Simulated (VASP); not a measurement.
Wanted: the native input for a VASP 6.6.1 run.

| Property | Result |
| --- | --- |
| Task | single point |
| Functional | r2SCAN |
| Potentials or basis | VASP PAW PBE potentials, release 64 (Sn_d, Se) |
| Cutoff | 550 eV |
| k mesh | 4 × 4 × 4 |
| Occupations | gaussian, width 0.01 eV |
| Spin | no spin polarisation |
| Dipole correction | no |
| Further INCAR settings | ALGO = Normal; EDIFF = 1e-06; NBANDS = 17 |

SnSe:

```xyz
2
Lattice="0.0000 3.0100 3.0100 3.0100 0.0000 3.0100 3.0100 3.0100 0.0000" Properties=species:S:1:pos:R:3 pbc="T T T"
Sn    0.0000    0.0000    0.0000
Se    3.0100    3.0100    3.0100
```

The input as run:

POSCAR

```
SnSe
1.0
    0.0000000000      3.0100000000      3.0100000000
    3.0100000000      0.0000000000      3.0100000000
    3.0100000000      3.0100000000      0.0000000000
Sn Se
1 1
Direct
    0.0000000000      0.0000000000      0.0000000000
    0.5000000000      0.5000000000      0.5000000000
```

INCAR.step1

```
  PREC = Accurate
  ENCUT = 550
  ISMEAR = 0
  SIGMA = 0.01
  LREAL = F
  LASPH = T
  NELM = 120
  NBANDS = 17
  GGA = PE
  ALGO = Normal
  EDIFF = 1E-5
  LWAVE = T
  LCHARG = F
  GGA_COMPAT = F
```

INCAR.step2

```
  PREC = Accurate
  ENCUT = 550
  EDIFF = 1E-6
  ISMEAR = 0
  SIGMA = 0.01
  LREAL = F
  LASPH = T
  NELM = 120
  ALGO = Normal
  ISIF = 2
  LWAVE = F
  LCHARG = F
  METAGGA = R2SCAN
  LMIXTAU = T
  NBANDS = 17
  ISTART = 1
  GGA_COMPAT = F
```

KPOINTS

```
Automatic mesh
0
Gamma
  4 4 4
```

Potentials or basis: VASP PAW PBE potentials, release 64 (Sn_d, Se).

Run with:

```sh
$ cat potpaw_PBE.64/Sn_d/POTCAR potpaw_PBE.64/Se/POTCAR > POTCAR
$ cp INCAR.step1 INCAR
$ mpirun -np 1 vasp_std > vasp.out
$ cp INCAR.step2 INCAR
$ mpirun -np 1 vasp_std > vasp.out
```

Results of the run:

```
Pressure               : -1.5 GPa
Band gap on the k mesh : 0.45 eV, direct
```

Caveat: the k points lie up to 0.45 Å⁻¹ apart; the PAW data sets were made with another functional, which shifts forces and pressure a little; spin-orbit coupling is left out, which moves the levels of the heavy elements.

Run time: 110 s on 1 thread of AMD EPYC 7R13, on a shared host, peak memory 0.19 GiB.
